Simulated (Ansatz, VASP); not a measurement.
**One calculation of BiMo, two programs**

File INCAR:

```
SYSTEM = BiMo
  PREC = Accurate
  ENCUT = 520
  EDIFF = 1E-7
  ISMEAR = 0
  SIGMA = 0.05
  LREAL = .False.
  LASPH = .True.
  NELM = 60
  ALGO = Normal
  ISIF = 2
  LWAVE = .False.
  LCHARG = .False.
  GGA = PS
  NBANDS = 22
```

Contents of KPOINTS:

```
regular mesh
0
Gamma
  10 10 10
  0 0 0
```

The input POSCAR:

```
BiMo
1.0
    0.0000000000      3.0679766292      3.0679766292
    3.0679766292      0.0000000000      3.0679766292
    3.0679766292      3.0679766292      0.0000000000
Mo Bi
1 1
Direct
    0.0000000000      0.0000000000      0.0000000000
    0.2500000000      0.2500000000      0.2500000000
```

Input for Ansatz:

```yaml
crystal:
  lattice:
    - [0.0, 3.0679766292, 3.0679766292]
    - [3.0679766292, 0.0, 3.0679766292]
    - [3.0679766292, 3.0679766292, 0.0]
  atoms:
    - { symbol: Mo, position: [0.0, 0.0, 0.0] }
    - { symbol: Bi, position: [0.25, 0.25, 0.25] }
basis:
  ecutwfc: 420
  ecutrho_ratio: 4
kpoints:
  mp_grid: { grid: [10, 10, 10] }
hamiltonian:
  xc: pbesol
scf:
  occupations: { method: gaussian, width: 0.05 }
output:
  forces: true
  stress: true
  eigenvalues: true
```

Alike in both runs: task single point; functional PBEsol; k mesh 10 × 10 × 10; occupations gaussian, width 0.05 eV; no spin polarisation.

```csv
,VASP,Ansatz
version,VASP 6.6.1,Ansatz 0.2.0
potentials or method,"VASP PAW PBE potentials, release 64 (Mo_sv, Bi_d), cutoff 520 eV","scalar-relativistic, plane waves, PAW"
valence electrons in the cell,29,29
```

Ansatz gave:

| Item | Value |
| --- | --- |
| gap on the k mesh at the Fermi level (eV) | none |
| pressure (GPa) | 3.3 |

Task: What did VASP give for the same quantities?

Result: gap on the k mesh at the Fermi level (eV): none; pressure (GPa): 3.4.

VASP's potentials were made for PBE, not for PBEsol. A gap of «none» marks a metal or a gap that the smearing closes. With one functional, cell and mesh, what is left measures potentials, basis and numerics.

Neither program's run includes spin-orbit coupling.
